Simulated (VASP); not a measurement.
# Sr2Al2O (P-1) in VASP: single point with r2SCAN

Aim: the single point of Sr2Al2O with r2SCAN.

Everything below comes from runs of VASP 6.6.1. Logs are shortened: lines on timing, memory, paths and dates and some standing lists are left out, and cuts for length are marked.

## 1. The cell of the first run

The typed cell holds 10 atoms: a = 4.340 Å, b = 7.904 Å, c = 8.284 Å, α = 72.89°, β = 89.99°, γ = 90.00°.

## 2. Single point, r2SCAN

The input, POSCAR:

```
Sr2Al2O
1.0
    4.3399839840     -0.0021225409     -0.0126631078
    0.0044751353      7.9012002818      0.2040420284
    0.0252221406      2.2320064500      7.9779793910
Sr Al O
4 4 2
Direct
    0.5000467748      0.1404234722      0.1984895190
    0.0000279678      0.5530123869      0.1966470207
    0.4999532252      0.8595765278      0.8015104810
    0.9999720322      0.4469876131      0.8033529793
    0.0000098128      0.8418464960      0.4757175575
    0.4999922831      0.3254046133      0.5356733814
    0.9999901872      0.1581535040      0.5242824425
    0.5000077169      0.6745953867      0.4643266186
    0.9998854416      0.7103598223      0.9034806121
    0.0001145584      0.2896401777      0.0965193879
```

The input, INCAR.step1:

```
SYSTEM = Sr2Al2O
ALGO     = Normal         ! electronic algorithm
EDIFF    = 1E-4           ! SCF threshold, eV
ENCUT    = 520            ! plane-wave cutoff, eV
GGA      = PE             ! functional
ISMEAR   = 0              ! smearing method
KPAR     = 4            
LASPH    = .True.         ! aspherical terms in the spheres
LCHARG   = .False.        ! write CHGCAR
LREAL    = .False.        ! projectors in reciprocal space
LWAVE    = .True.         ! write WAVECAR
NBANDS   = 43             ! bands
NELM     = 80             ! most SCF steps
PREC     = Accurate       ! precision mode
SIGMA    = 0.1            ! smearing width, eV
```

The input, INCAR.step2:

```
SYSTEM = Sr2Al2O
ALGO     = Normal         ! electronic algorithm
EDIFF    = 1E-6           ! SCF threshold, eV
ENCUT    = 520            ! plane-wave cutoff, eV
ISIF     = 2              ! what is computed and relaxed
ISMEAR   = 0              ! smearing method
ISTART   = 1            
KPAR     = 4            
LASPH    = .True.         ! aspherical terms in the spheres
LCHARG   = .False.        ! write CHGCAR
LMIXTAU  = .True.       
LREAL    = .False.        ! projectors in reciprocal space
LWAVE    = .False.        ! write WAVECAR
METAGGA  = R2SCAN         ! meta-GGA
NBANDS   = 43             ! bands
NELM     = 80             ! most SCF steps
PREC     = Accurate       ! precision mode
SIGMA    = 0.1            ! smearing width, eV
```

The input, KPOINTS:

```
k-points
0
Gamma
  8 4 4
  0 0 0
```

Potentials or basis: VASP PAW PBE potentials, release 64 (Sr_sv, Al, O).

Command:

```sh
> cat potpaw_PBE.64/Sr_sv/POTCAR potpaw_PBE.64/Al/POTCAR potpaw_PBE.64/O/POTCAR > POTCAR
> cp INCAR.step1 INCAR
> mpirun -np 4 vasp_std > vasp.out
> cp INCAR.step2 INCAR
> mpirun -np 4 vasp_std > vasp.out
```

OUTCAR:

```text
SYSTEM = Sr2Al2O
   EDIFF = 1E-6
   ENCUT = 520
   ISIF = 2
   ISMEAR = 0
   ISTART = 1
   LASPH = .True.
   LREAL = .False.
   METAGGA = R2SCAN
   NELM = 80
   PREC = Accurate

 ion  position               nearest neighbor table
   1  0.500  0.140  0.198-  10 2.50  10 2.50   7 3.50   7 3.50   6 3.51   5 3.52   5 3.52   8 3.69
                             2 3.91   2 3.91   4 4.08   4 4.08   3 4.48   3 4.83   2 5.13   2 5.13
   2  0.000  0.553  0.197-   9 2.38  10 2.46   8 3.44   8 3.44   7 3.48   6 3.59   6 3.59   4 3.60
                             5 3.70   1 3.91   1 3.91   3 4.08   3 4.08   4 4.85   1 5.13   1 5.13
   3  0.500  0.860  0.802-   9 2.50   9 2.50   5 3.50   5 3.50   8 3.51   7 3.52   7 3.52   6 3.69
                             4 3.91   4 3.91   2 4.08   2 4.08   1 4.48   1 4.83   4 5.13   4 5.13
   4  1.000  0.447  0.803-  10 2.38   9 2.46   6 3.44   6 3.44   5 3.48   8 3.59   8 3.59   2 3.60
                             7 3.70   3 3.91   3 3.91   1 4.08   1 4.08   2 4.85   3 5.13   3 5.13
   5  0.000  0.842  0.476-   8 2.56   8 2.56   7 2.65   4 3.48   3 3.50   3 3.50   1 3.52   1 3.52
                             2 3.70
   6  0.500  0.325  0.536-   7 2.56   7 2.56   8 2.65   4 3.44   4 3.44   1 3.51   2 3.59   2 3.59
                             3 3.69
   7  1.000  0.158  0.524-   6 2.56   6 2.56   5 2.65   2 3.48   1 3.50   1 3.50   3 3.52   3 3.52
                             4 3.70
   8  0.500  0.675  0.464-   5 2.56   5 2.56   6 2.65   2 3.44   2 3.44   3 3.51   4 3.59   4 3.59
                             1 3.69
   9  1.000  0.710  0.903-   2 2.38   4 2.46   3 2.50   3 2.50
  10  0.000  0.290  0.097-   4 2.38   2 2.46   1 2.50   1 2.50

  LATTYP: Found a triclinic cell.
 ALAT       =     9.3527359767
 B/A-ratio  =     1.3925487159
 C/A-ratio  =     0.4640356563
 COS(alpha) =     0.0000666563
 COS(beta)  =     0.4641268134
 COS(gamma) =     0.7215903924

  Lattice vectors:

 A1 = (  -4.3652061246,  -2.2298839091,  -7.9653162832)
 A2 = (  -0.0296972759, -10.1332067318,  -8.1820214194)
 A3 = (  -4.3399839840,   0.0021225409,   0.0126631078)

Analysis of symmetry for initial positions (statically):
=====================================================================
 Subroutine PRICEL returns:
 Original cell was already a primitive cell.

 Routine SETGRP: Setting up the symmetry group for a
 triclinic supercell.

 Subroutine GETGRP returns: Found  2 space group operations
 (whereof  2 operations were pure point group operations)
 out of a pool of  2 trial point group operations.

The static configuration has the point symmetry S_2 .

Analysis of symmetry for dynamics (positions and initial velocities):
=====================================================================
 Subroutine PRICEL returns:
 Original cell was already a primitive cell.

 Routine SETGRP: Setting up the symmetry group for a
 triclinic supercell.

 Subroutine GETGRP returns: Found  2 space group operations
 (whereof  2 operations were pure point group operations)
 out of a pool of  2 trial point group operations.

The dynamic configuration has the point symmetry S_2 .

 Subroutine INISYM returns: Found  2 space group operations
 (whereof  2 operations are pure point group operations),
 and found     1 'primitive' translations

----------------------------------------------------------------------------------------

                                     Primitive cell

  volume of cell :     271.5995

  direct lattice vectors                    reciprocal lattice vectors
     4.339983984 -0.002122541 -0.012663108     0.230413508 -0.000112504 -0.000696970
     0.004475135  7.901200282  0.204042028    -0.000041718  0.127484124 -0.035666216
     0.025222141  2.232006450  7.977979391     0.000366793 -0.003260668  0.126256102

  length of vectors
     4.340002977  7.903835719  8.284361419     0.230414590  0.132379313  0.126298733

  position of ions in fractional coordinates (direct lattice)
     0.500046775  0.140423472  0.198489519
     0.000027968  0.553012387  0.196647021
     0.499953225  0.859576528  0.801510481
     0.999972032  0.446987613  0.803352979
     0.000009813  0.841846496  0.475717557
     0.499992283  0.325404613  0.535673381
     0.999990187  0.158153504  0.524282443
     0.500007717  0.674595387  0.464326619
     0.999885442  0.710359822  0.903480612
     0.000114558  0.289640178  0.096519388

  ion indices of the primitive-cell ions
   primitive index   ion index
                 1           1
                 2           2
                 3           3
                 4           4
                 5           5
                 6           6
                 7           7
                 8           8
                 9           9
                10          10

----------------------------------------------------------------------------------------

 KPOINTS: k-points

Automatic generation of k-mesh.
 Grid dimensions read from file:
 generate k-points for:    8    4    4

 Generating k-lattice:

  Cartesian coordinates                     Fractional coordinates (reciprocal lattice)
     0.028801689 -0.000014063 -0.000087121     0.125000000 -0.000000000  0.000000000
    -0.000010429  0.031871031 -0.008916554     0.000000000  0.250000000 -0.000000000
     0.000091698 -0.000815167  0.031564026     0.000000000 -0.000000000  0.250000000

  Length of vectors
     0.028801824  0.033094828  0.031574683

  Shift w.r.t. Gamma in fractional coordinates (k-lattice)
     0.000000000  0.000000000  0.000000000

 Subroutine IBZKPT returns following result:
 ===========================================

 Found     68 irreducible k-points:

 Following reciprocal coordinates:
            Coordinates               Weight
  0.000000  0.000000  0.000000      1.000000
  0.125000 -0.000000  0.000000      2.000000
  0.250000 -0.000000  0.000000      2.000000
  0.375000  0.000000  0.000000      2.000000
  0.500000 -0.000000  0.000000      1.000000
  0.000000  0.250000  0.000000      2.000000
[... 16 lines left out ...]
  0.500000 -0.000000  0.250000      2.000000
 -0.375000 -0.000000  0.250000      2.000000
 [... further k-points ...]
   k-points           NKPTS =     68   k-points in BZ     NKDIM =     68   number of bands    NBANDS=     43
   number of dos      NEDOS =    301   number of ions     NIONS =     10
   total plane-waves  NPLWV = 122880
   dimension x,y,z NGX =    32 NGY =   60 NGZ =   64
   dimension x,y,z NGXF=    64 NGYF=  120 NGZF=  128
   ions per type =               4   4   2
   NGX,Y,Z   is equivalent  to a cutoff of  12.26, 12.62, 12.84 a.u.
   NGXF,Y,Z  is equivalent  to a cutoff of  24.52, 25.24, 25.69 a.u.
 SYSTEM =  Sr2Al2O
   PREC   = accura    normal or accurate (medium, high low for compatibility)
   ISTART =      1    job   : 0-new  1-cont  2-samecut
   ICHARG =      0    charge: 1-file 2-atom 10-const
   ISPIN  =      1    spin polarized calculation?
   LNONCOLLINEAR =      F non collinear calculations
   LSORBIT =      F    spin-orbit coupling
   LASPH  =      T    aspherical Exc in radial PAW
   ENCUT  =  520.0 eV  38.22 Ry    6.18 a.u.   8.07 14.70 15.40*2*pi/ulx,y,z
   NELM   =     80;   NELMIN=  2; NELMDL=  0     # of ELM steps
   EDIFF  = 0.1E-05   stopping-criterion for ELM
   LREAL  =      F    real-space projection
   EDIFFG = 0.1E-04   stopping-criterion for IOM
   NSW    =      0    number of steps for IOM
   IBRION =     -1    ionic relax: 0-MD 1-quasi-New 2-CG
   NFREE  =      0    steps in history (QN), initial steepest desc. (CG)
   ISIF   =      2    stress and relaxation
   ISYM   =      2    0-nonsym 1-usesym 2-fastsym
   POTIM  = 0.5000    time-step for ionic-motion
   TEBEG  =    0.0;   TEEND  =   0.0 temperature during run
   PSTRESS=    0.0 pullay stress
   NELECT =      64.0000    total number of electrons
   NUPDOWN=      -1.0000    fix difference up-down
   EMIN   =  10.00;   EMAX   =-10.00  energy-range for DOS
   EFERMI =   0.00;   METHOD = LEGACY
   ISMEAR =     0;   SIGMA  =   0.10  broadening in eV -4-tet -1-fermi 0-gaus
   EFERMI_NEDOS =   21; number of points for ismear=-14 and -15
   IALGO  =     38    algorithm
   IMIX   =      4    mixing-type and parameters
     AMIX     =   0.40;   BMIX     =  1.00
     AMIX_MAG =   1.60;   BMIX_MAG =  1.00
  volume/ion in A,a.u.               =      27.16       183.28
  Fermi-wavevector in a.u.,A,eV,Ry     =   1.011172  1.910839 13.911542  1.022469
  Thomas-Fermi vector in A             =   2.144206
   LORBIT       =      0    0 simple, 1 ext, 2 COOP (PROOUT), +10 PAW based schemes
   METAGGA = R2SCAN    functional components
   LHFCALC =     F    Hartree Fock is set to
   AEXX    =    0.0000 exact exchange contribution
   IVDW    =     0    specifies the selected vdW correction
   LEPSILON=     F    determine dielectric tensor
   LRPA    =     F    only Hartree local field effects (RPA)
 non-spin polarized calculation
 Gauss-broadening in eV      SIGMA  =   0.10
  energy-cutoff  :      520.00
  volume of cell :      271.60
 maximum number of plane-waves:      7344
   NGX = 17   NGY = 29   NGZ = 31

 number of electron      63.9999997 magnetization

 Free energy of the ion-electron system (eV)
  ---------------------------------------------------
  ext. energy  EPLUGINS =         0.00000000
  ---------------------------------------------------
  free energy    TOTEN  =      -110.90246877 eV

  energy without entropy =     -110.89043803  energy(sigma->0) =     -110.89645340

 E-fermi :   3.0256     XC(G=0):  -8.7951

 val. band max:        3.0240473823   @ k =  -0.0000  -0.0000   0.2500
 cond. band min:       3.0309632789   @ k =  -0.3750  -0.0000   0.2500
 fundamental gap:      0.0069158966
 Fermi energy:         3.0256104338

 k-point     1 :       0.0000    0.0000    0.0000
  band No.  band energies     occupation
      1     -33.8301      2.00000
      2     -33.8277      2.00000
      3     -33.4261      2.00000
      4     -33.3989      2.00000
      5     -16.4668      2.00000
      6     -16.3556      2.00000
[... 1093 lines left out ...]
     42       6.8689      0.00000
     43       7.2387      0.00000

 [... further k-points ...]

------------------------ aborting loop because EDIFF is reached ----------------------------------------

  FORCE on cell =-STRESS in cart. coord.  units (eV):
  Direction    XX          YY          ZZ          XY          YZ          ZX
  --------------------------------------------------------------------------------------
  -------------------------------------------------------------------------------------
  Total       -0.5059635     -0.4500864     -0.1285239     -0.0000157     -0.0552599     -0.0007633
  in kB       -2.9847009     -2.6550794     -0.7581682     -0.0000927     -0.3259808     -0.0045027
  external PRESSURE =      -2.1326495 kB  Pullay stress =       0.0000000 kB

 VOLUME and BASIS-vectors are now :
 -----------------------------------------------------------------------------
  energy-cutoff  :      520.00
  volume of cell :      271.60
      direct lattice vectors                 reciprocal lattice vectors
     4.339983984 -0.002122541 -0.012663108     0.230413508 -0.000112504 -0.000696970
     0.004475135  7.901200282  0.204042028    -0.000041718  0.127484124 -0.035666216
     0.025222141  2.232006450  7.977979391     0.000366793 -0.003260668  0.126256102

 POSITION                                       TOTAL-FORCE (eV/Angst)
 -----------------------------------------------------------------------------------
      2.17583      1.55148      1.60587         0.000272      0.004519      0.002026
      0.00756      4.80838      1.68168         0.000008     -0.010065      0.031665
      2.19385      8.57960      6.56349        -0.000272     -0.004519     -0.002026
      4.36213      5.32271      6.48768        -0.000008      0.010065     -0.031665
      0.01581      7.71340      3.96704        -0.000086     -0.012159     -0.015438
      2.18493      3.76565      4.33366         0.000012     -0.040964     -0.015151
      4.35387      2.41768      4.20232         0.000086      0.012159      0.015438
      2.18476      6.36543      3.83570        -0.000012      0.040964      0.015151
      4.36545      7.62715      7.34023         0.000497     -0.017867      0.020910
      0.00423      2.50394      0.82913        -0.000497      0.017867     -0.020910
 -----------------------------------------------------------------------------------
    total drift:                                0.000000      0.000000      0.000000

  FREE ENERGIE OF THE ION-ELECTRON SYSTEM (eV)
  ---------------------------------------------------
  free  energy   TOTEN  =      -110.9024687703 eV

  energy  without entropy=     -110.8904380341  energy(sigma->0) =     -110.89645340
```

It took 7.7 min on 4 MPI ranks of Intel Xeon Platinum 8488C (Sapphire Rapids), shared host; peak memory 0.83 GiB.

Results:

| Item | Value |
| --- | --- |
| Free energy | -110.9025 eV |
| Pressure | -0.2 GPa |
| Largest force | 0.044 eV/Å |
| Band gap on the k mesh | zero (bands 32 and 33 overlap by 0.49 eV) |

Forces in eV/Å, atoms in the order of the input:
```
Sr   0.000  0.005  0.002
Sr   0.000 -0.010  0.032
Sr   0.000 -0.005 -0.002
Sr   0.000  0.010 -0.032
Al   0.000 -0.012 -0.015
Al   0.000 -0.041 -0.015
Al   0.000  0.012  0.015
Al   0.000  0.041  0.015
O    0.000 -0.018  0.021
O    0.000  0.018 -0.021
```

Levels at points of the mesh, in eV from the Fermi level:
```csv
k point,band 29,band 30,band 31,band 32,band 33,band 34,band 35,band 36
"(0.00, 0.00, 0.00)",-1.14,-0.70,-0.33,0.18,0.20,0.49,1.40,1.98
"(0.50, 0.00, 0.00)",-2.17,-1.99,-0.94,-0.11,0.16,0.47,1.44,2.34
"(0.00, 0.50, 0.00)",-1.58,-1.24,-0.29,-0.29,0.11,0.56,1.30,1.79
"(0.50, 0.50, 0.00)",-1.21,-1.20,-0.86,-0.42,-0.01,0.74,0.80,1.23
"(0.00, 0.00, 0.50)",-0.99,-0.72,0.18,0.25,0.43,0.89,1.30,1.56
"(0.50, 0.00, 0.50)",-2.20,-2.19,-1.12,-0.48,0.24,0.88,1.60,1.87
"(0.00, 0.50, 0.50)",-1.93,-1.47,-0.31,-0.26,0.50,0.91,1.59,2.00
"(0.50, 0.50, 0.50)",-1.18,-1.16,-0.92,-0.26,-0.24,0.51,0.58,1.08
```

Caveat: the PAW data sets were made with another functional, which shifts forces and pressure a little.
